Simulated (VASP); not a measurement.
CaSe, 2 atoms in the cell. The typed cell holds 2 atoms: a = 4.193 Å, b = 4.177 Å, c = 4.190 Å, α = 60.98°, β = 59.80°, γ = 60.00°. 

| Property | Result |
| --- | --- |
| Program | VASP 6.6.1 |
| Task | single point |
| Functional | PBE |
| Dispersion | D3(BJ) |
| Potentials or basis | VASP PAW PBE potentials, release 64 (Ca_sv, Se) |
| Cutoff | 500 eV |
| k mesh | 4 × 4 × 4 |
| Occupations | gaussian, width 0.01 eV |
| Spin | no spin polarisation |
| Dipole correction | no |
| Further INCAR settings | ALGO = Normal; EDIFF = 1e-06; NBANDS = 15 |

Potentials or basis: VASP PAW PBE potentials, release 64 (Ca_sv, Se).

Command:

```sh
$ cat potpaw_PBE.64/Ca_sv/POTCAR potpaw_PBE.64/Se/POTCAR > POTCAR
$ mpirun -np 1 vasp_std > vasp.out
```

Hardware: 1 thread of Intel(R) Xeon(R) 6975P-C (Granite Rapids) (shared host).

**Question.** How long does it take, and how much memory?

**Answer.** It took 9.3 s on 1 thread of Intel(R) Xeon(R) 6975P-C (Granite Rapids) (shared host), peak memory 0.19 GiB. Counts: scf iterations 13, k points 36.
